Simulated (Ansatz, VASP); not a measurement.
# MgO in VASP and in Ansatz

Contents of INCAR:

```
PREC = Accurate
ENCUT = 520
EDIFF = 1E-6
ISMEAR = -1
SIGMA = 0.02
LREAL = F
LASPH = T
NELM = 100
ALGO = Normal
ISIF = 2
LWAVE = F
LCHARG = F
LDIPOL = T
IDIPOL = 3
DIPOL = 0.5 0.5 0.500
GGA = PE
IBRION = 2
NSW = 32
EDIFFG = -0.01
```

KPOINTS

```
regular mesh
0
Gamma
  10 10 1
```

File POSCAR:

```
MgO
1.0
    3.0079491106      0.0000000000      0.0000000000
    0.0000000000      3.0079491106      0.0000000000
    0.0000000000      0.0000000000     18.1269000000
Mg O
2 2
Direct
    0.0000000000      0.0000000000      0.4429616490
    0.5000000000      0.5000000000      0.5570383404
    0.5000000000      0.5000000000      0.4396605882
    0.0000000000      0.0000000000      0.5603394224
```

Input for Ansatz:

```yaml
crystal:
  lattice:
    - [3.0079491106, 0.0, 0.0]
    - [0.0, 3.0079491106, 0.0]
    - [0.0, 0.0, 18.1269]
  atoms:
    - { symbol: Mg, position: [0.0, 0.0, 0.442961649] }
    - { symbol: O, position: [0.5, 0.5, 0.4396605882] }
    - { symbol: Mg, position: [0.5, 0.5, 0.5570383404] }
    - { symbol: O, position: [0.0, 0.0, 0.5603394224] }
kpoints:
  mp_grid: { grid: [10, 10, 1] }
scf:
  occupations: { method: fermi_dirac, width: 0.02 }
hamiltonian:
  xc: pbe
  pseudopotentials: { kind: all_electron, lapw: { basis_error: 0.001 } }
output:
  forces: true
  stress: true
  eigenvalues: true
relax:
  f_tol: 0.01
  max_steps: 12
efield:
  axis: 3
  amplitude: 0
  dipole_correction: true
```

Alike in both runs: task relaxation of the atoms; functional PBE; k mesh 10 × 10 × 1; occupations fermi-dirac, width 0.02 eV; no spin polarisation.

```csv
,VASP,Ansatz
version,VASP 6.6.1,Ansatz 0.2.0
potentials or method,"VASP PAW PBE potentials, release 64 (Mg, O), cutoff 520 eV","all-electron LAPW, scalar-relativistic"
```

|  | VASP | Ansatz | Ansatz less VASP |
| --- | --- | --- | --- |
| gap on the k mesh at the Fermi level, each at its own relaxed structure (eV) | 3.30 | 3.30 | +0.002 |

Ansatz ran all-electron here, and VASP with PAW potentials.
